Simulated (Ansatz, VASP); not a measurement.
Two plane-wave programs on Bi

INCAR

```
  AGGAC = 1.0
  AGGAX = 1.0
  ALDAC = 0.0
  ALDAX = 1.0
  ALGO = Normal
  EDIFF = 1E-6
  ENCUT = 520
  GGA = B5
  ISIF = 2
  ISMEAR = -1
  LASPH = True
  LCHARG = False
  LREAL = False
  LWAVE = False
  NBANDS = 22
  NELM = 100
  PREC = Accurate
  SIGMA = 0.1
```

File KPOINTS:

```
k-points
0
Gamma
  12 12 8
```

POSCAR

```
Bi
1.0
   -3.1631084772      3.1834384258      1.6832657137
    3.1834384258     -3.1631084772      1.6832657137
    3.1512718221      3.1512718221     -1.6460313756
Bi
2
Direct
    0.9994617026      0.0005382974      0.0000000000
    0.7505382974      0.2494617026      0.5000000000
```

Input for Ansatz:

```yaml
crystal:
  lattice:
    - [-3.1631084772, 3.1834384258, 1.6832657137]
    - [3.1834384258, -3.1631084772, 1.6832657137]
    - [3.1512718221, 3.1512718221, -1.6460313756]
  atoms:
    - { symbol: Bi, position: [0.9994617026, 0.0005382974, 0.0] }
    - { symbol: Bi, position: [0.7505382974, 0.2494617026, 0.5] }
hamiltonian:
  xc: blyp
  pseudopotentials:
    kind: paw
    azcp:
      Bi: "pseudopotentials/Bi.paw.azcp"
basis:
  ecutwfc: 420
  fft_grid_basis: typed
kpoints:
  mp_grid: { grid: [12, 12, 8], shift: [0, 0, 0] }
magnetization:
  spin_polarized: false
scf:
  occupations: { method: fermi_dirac, width: 0.1 }
  lower_state_search: "off"
output:
  stress: true
  write_density: true
  write_potential: true
  elf: true
  volumetric_format: npy
```

Alike in both runs: task single point; functional BLYP; k mesh 12 × 12 × 8; occupations fermi-dirac, width 0.1 eV; no spin polarisation.

|  | VASP | Ansatz |
| --- | --- | --- |
| version | VASP 6.6.1 | Ansatz 0.2.0 |
| potentials or method | VASP PAW PBE potentials, release 64 (Bi_d), cutoff 520 eV | plane waves (420 eV) with PAW, scalar-relativistic |
| valence electrons in the cell | 30 | 30 |

|  | VASP | Ansatz | Ansatz less VASP |
| --- | --- | --- | --- |
| pressure (GPa) | 4.1 | 4.0 | -0.12 |
| traceless stress, the component that is largest in VASP (GPa) | 0.15 | 0.15 | -0.001 |

VASP's potentials were made for PBE, not for BLYP. With one functional, cell and mesh, what is left measures potentials, basis and numerics.

Spin-orbit coupling is off throughout.
